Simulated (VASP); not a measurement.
# WSe2 (F-43m) in VASP: further runs

The runs below take WSe2 through single point, relaxation of cell and atoms, with PBE.

Program: VASP 6.6.1. These are calculated values, not measurements. Logs are shortened: lines on timing, memory, paths and dates and some standing lists are left out, and cuts for length are marked.

## Step 1: The cell of the first run

It takes space group F-43m (No. 216, cubic). The conventional cell has a = 7.042 Å, b = 7.042 Å, c = 7.042 Å, α = 90.00°, β = 90.00°, γ = 90.00°. W (site symmetry -43m) has 10 Se at 3.05 to 3.52 Å within 4.0 Å. Within 4.0 Å of Se (site symmetry -43m) lie 4 W at 3.05 Å and 4 Se at 3.05 Å. Within 4.0 Å of Se (site symmetry -43m) lie 4 Se at 3.05 Å and 6 W at 3.52 Å.

The cell was generated, and may not be a known phase.

## Step 2: Single point, PBE

INCAR

```
PREC     = Accurate       # precision mode
ENCUT    = 500            # plane-wave cutoff, eV
EDIFF    = 1E-6           # SCF threshold, eV
ISMEAR   = 0              # smearing method
SIGMA    = 0.1            # smearing width, eV
LREAL    = False          # projectors in reciprocal space
LASPH    = True           # aspherical terms in the spheres
NELM     = 120            # most SCF steps
ALGO     = Normal         # electronic algorithm
ISIF     = 2              # what is computed and relaxed
LWAVE    = False          # write WAVECAR
LCHARG   = False          # write CHGCAR
GGA      = PE             # functional
NBANDS   = 20             # bands
GGA_COMPAT= False
```

KPOINTS

```
regular mesh
0
Gamma
  4 4 4
```

POSCAR

```
WSe2
1.0
    0.0000000000      3.5211012700      3.5211012700
    3.5211012700      0.0000000000      3.5211012700
    3.5211012700      3.5211012700      0.0000000000
W Se
1 2
Direct
    0.5000000000      0.5000000000      0.5000000000
    0.2500000000      0.2500000000      0.2500000000
    0.0000000000      0.0000000000      0.0000000000
```

Potentials or basis: VASP PAW PBE potentials, release 64 (W_sv, Se).

Launch:

```
cat potpaw_PBE.64/W_sv/POTCAR potpaw_PBE.64/Se/POTCAR > POTCAR
mpirun -np 1 vasp_std > vasp.out
```

OUTCAR:

```text
PREC = Accurate
   ENCUT = 500
   EDIFF = 1E-6
   ISMEAR = 0
   LREAL = False
   LASPH = True
   NELM = 120
   ISIF = 2
   GGA = PE

 ion  position               nearest neighbor table
   1  0.500  0.500  0.500-   2 3.05   2 3.05   2 3.05   2 3.05
   2  0.250  0.250  0.250-   1 3.05   1 3.05   1 3.05   1 3.05
   3  0.000  0.000  0.000-

  LATTYP: Found a face centered cubic cell.
 ALAT       =     7.0422025400

  Lattice vectors:

 A1 = (   0.0000000000,   3.5211012700,   3.5211012700)
 A2 = (   3.5211012700,   0.0000000000,   3.5211012700)
 A3 = (   3.5211012700,   3.5211012700,   0.0000000000)

Analysis of symmetry for initial positions (statically):
=====================================================================
 Subroutine PRICEL returns:
 Original cell was already a primitive cell.

 Routine SETGRP: Setting up the symmetry group for a
 face centered cubic supercell.

 Subroutine GETGRP returns: Found 24 space group operations
 (whereof 24 operations were pure point group operations)
 out of a pool of 48 trial point group operations.

The static configuration has the point symmetry T_d .

Analysis of symmetry for dynamics (positions and initial velocities):
=====================================================================
 Subroutine PRICEL returns:
 Original cell was already a primitive cell.

 Routine SETGRP: Setting up the symmetry group for a
 face centered cubic supercell.

 Subroutine GETGRP returns: Found 24 space group operations
 (whereof 24 operations were pure point group operations)
 out of a pool of 48 trial point group operations.

The dynamic configuration has the point symmetry T_d .

 Subroutine INISYM returns: Found 24 space group operations
 (whereof 24 operations are pure point group operations),
 and found     1 'primitive' translations

----------------------------------------------------------------------------------------

                                     Primitive cell

  volume of cell :      87.3103

  direct lattice vectors                    reciprocal lattice vectors
     0.000000000  3.521101270  3.521101270    -0.142001028  0.142001028  0.142001028
     3.521101270  0.000000000  3.521101270     0.142001028 -0.142001028  0.142001028
     3.521101270  3.521101270  0.000000000     0.142001028  0.142001028 -0.142001028

  length of vectors
[... 62 lines left out ...]
   LNONCOLLINEAR =      F non collinear calculations
   LSORBIT =      F    spin-orbit coupling
   LASPH  =      T    aspherical Exc in radial PAW
   ENCUT  =  500.0 eV  36.75 Ry    6.06 a.u.   9.08  9.08  9.08*2*pi/ulx,y,z
   NELM   =    120;   NELMIN=  2; NELMDL= -5     # of ELM steps
   EDIFF  = 0.1E-05   stopping-criterion for ELM
   LREAL  =      F    real-space projection
   EDIFFG = 0.1E-04   stopping-criterion for IOM
   NSW    =      0    number of steps for IOM
   IBRION =     -1    ionic relax: 0-MD 1-quasi-New 2-CG
   NFREE  =      0    steps in history (QN), initial steepest desc. (CG)
   ISIF   =      2    stress and relaxation
   ISYM   =      2    0-nonsym 1-usesym 2-fastsym
   POTIM  = 0.5000    time-step for ionic-motion
   TEBEG  =    0.0;   TEEND  =   0.0 temperature during run
   PSTRESS=    0.0 pullay stress
   NELECT =      26.0000    total number of electrons
   NUPDOWN=      -1.0000    fix difference up-down
   EMIN   =  10.00;   EMAX   =-10.00  energy-range for DOS
   EFERMI =   0.00;   METHOD = LEGACY
   ISMEAR =     0;   SIGMA  =   0.10  broadening in eV -4-tet -1-fermi 0-gaus
   EFERMI_NEDOS =   21; number of points for ismear=-14 and -15
   IALGO  =     38    algorithm
   IMIX   =      4    mixing-type and parameters
     AMIX     =   0.40;   BMIX     =  1.00
     AMIX_MAG =   1.60;   BMIX_MAG =  1.00
  volume/ion in A,a.u.               =      29.10       196.40
  Fermi-wavevector in a.u.,A,eV,Ry     =   1.093228  2.065901 16.260970  1.195148
  Thomas-Fermi vector in A             =   2.229509
   LORBIT       =      0    0 simple, 1 ext, 2 COOP (PROOUT), +10 PAW based schemes
   GGA     = PE    functional components
   LHFCALC =     F    Hartree Fock is set to
   AEXX    =    0.0000 exact exchange contribution
   IVDW    =     0    specifies the selected vdW correction
   LEPSILON=     F    determine dielectric tensor
   LRPA    =     F    only Hartree local field effects (RPA)
 non-spin polarized calculation
 Gauss-broadening in eV      SIGMA  =   0.10
  energy-cutoff  :      500.00
  volume of cell :       87.31
 maximum number of plane-waves:      2252
   NGX = 19   NGY = 19   NGZ = 19

 number of electron      25.9999997 magnetization

 Free energy of the ion-electron system (eV)
  ---------------------------------------------------
  ext. energy  EPLUGINS =         0.00000000
  ---------------------------------------------------
  free energy    TOTEN  =       -14.33962278 eV

  energy without entropy =      -14.29105107  energy(sigma->0) =      -14.31533692

 E-fermi :   3.3950     XC(G=0):  -9.2859

 val. band max:        3.3471819842   @ k =   0.5000   0.2500   0.0000
 cond. band min:       3.4602181813   @ k =  -0.2500   0.5000   0.2500
 fundamental gap:      0.1130361971
 Fermi energy:         3.3949898618

 k-point     1 :       0.0000    0.0000    0.0000
  band No.  band energies     occupation
      1     -71.6298      2.00000
      2     -35.7201      2.00000
      3     -35.7201      2.00000
      4     -35.7201      2.00000
      5     -10.8824      2.00000
      6      -7.9089      2.00000
[... 173 lines left out ...]
     19       7.7078      0.00000
     20       9.9785      0.00000

------------------------ aborting loop because EDIFF is reached ----------------------------------------

  FORCE on cell =-STRESS in cart. coord.  units (eV):
  Direction    XX          YY          ZZ          XY          YZ          ZX
  --------------------------------------------------------------------------------------
  -------------------------------------------------------------------------------------
  Total       -8.7781286     -8.7781286     -8.7781286      0.0000000      0.0000000      0.0000000
  in kB     -161.0819866   -161.0819866   -161.0819866      0.0000000      0.0000000      0.0000000
  external PRESSURE =    -161.0819866 kB  Pullay stress =       0.0000000 kB

 VOLUME and BASIS-vectors are now :
 -----------------------------------------------------------------------------
  energy-cutoff  :      500.00
  volume of cell :       87.31
      direct lattice vectors                 reciprocal lattice vectors
     0.000000000  3.521101270  3.521101270    -0.142001028  0.142001028  0.142001028
     3.521101270  0.000000000  3.521101270     0.142001028 -0.142001028  0.142001028
     3.521101270  3.521101270  0.000000000     0.142001028  0.142001028 -0.142001028

 POSITION                                       TOTAL-FORCE (eV/Angst)
 -----------------------------------------------------------------------------------
      3.52110      3.52110      3.52110        -0.000000     -0.000000     -0.000000
      1.76055      1.76055      1.76055         0.000000      0.000000     -0.000000
      0.00000      0.00000      0.00000         0.000000      0.000000      0.000000
 -----------------------------------------------------------------------------------
    total drift:                                0.000000      0.000000      0.000000

  FREE ENERGIE OF THE ION-ELECTRON SYSTEM (eV)
  ---------------------------------------------------
  free  energy   TOTEN  =       -14.3396227796 eV

  energy  without entropy=      -14.2910510703  energy(sigma->0) =      -14.31533692
```

OSZICAR:

```text
N       E                     dE             d eps       ncg     rms          rms(c)
DAV:   1     0.144339848529E+03    0.14434E+03   -0.13752E+04   376   0.115E+03
DAV:   2    -0.760663781727E+01   -0.15195E+03   -0.14679E+03   388   0.274E+02
DAV:   3    -0.164420648510E+02   -0.88354E+01   -0.84414E+01   376   0.558E+01
DAV:   4    -0.166196254080E+02   -0.17756E+00   -0.17710E+00   352   0.837E+00
DAV:   5    -0.166221914924E+02   -0.25661E-02   -0.25657E-02   404   0.102E+00    0.938E+00
DAV:   6    -0.180426968085E+02   -0.14205E+01   -0.56743E+01   324   0.211E+01    0.125E+01
DAV:   7    -0.144690267227E+02    0.35737E+01   -0.31011E+01   340   0.161E+01    0.313E+00
DAV:   8    -0.143386210295E+02    0.13041E+00   -0.11329E+00   336   0.427E+00    0.123E+00
DAV:   9    -0.143505709331E+02   -0.11950E-01   -0.10400E-01   392   0.146E+00    0.799E-01
DAV:  10    -0.143394562600E+02    0.11115E-01   -0.54702E-02   344   0.893E-01    0.239E-01
DAV:  11    -0.143400022091E+02   -0.54595E-03   -0.57284E-03   392   0.402E-01    0.168E-01
DAV:  12    -0.143396581679E+02    0.34404E-03   -0.10198E-03   372   0.177E-01    0.581E-02
DAV:  13    -0.143396225147E+02    0.35653E-04   -0.35940E-04   368   0.732E-02    0.172E-02
DAV:  14    -0.143396232231E+02   -0.70842E-06   -0.12501E-05   356   0.170E-02    0.580E-03
DAV:  15    -0.143396227796E+02    0.44344E-06   -0.19755E-06   280   0.111E-02
   1 F= -.14339623E+02 E0= -.14315337E+02  d E =-.485717E-01
```

stdout:

```text
POSCAR found type information on POSCAR W Se
 POSCAR found :  2 types and       3 ions
 scaLAPACK will be used
 LDA part: xc-table for (Slater+PW92), standard interpolation
 POSCAR, INCAR and KPOINTS ok, starting setup
 FFT: planning ... GRIDC
 FFT: planning ... GRID_SOFT
 FFT: planning ... GRID
 WAVECAR not read
 entering main loop
```

Wall time 27 s (1 thread of Intel Xeon 8259CL, shared host); peak memory 0.2 GiB.

What came out:

- Free energy: -14.3396 eV
- Pressure: -16.1 GPa
- Band gap on the k mesh: zero (bands 13 and 14 overlap by 0.89 eV)

Caveat: the k points lie up to 0.39 Å⁻¹ apart, too coarse for converged energies and pressures of a metal; spin-orbit coupling is left out, which moves the levels of the heavy elements.

[end of part 1 of 2]

The gap in the log of VASP goes by the Fermi energy; the results here count the filled bands.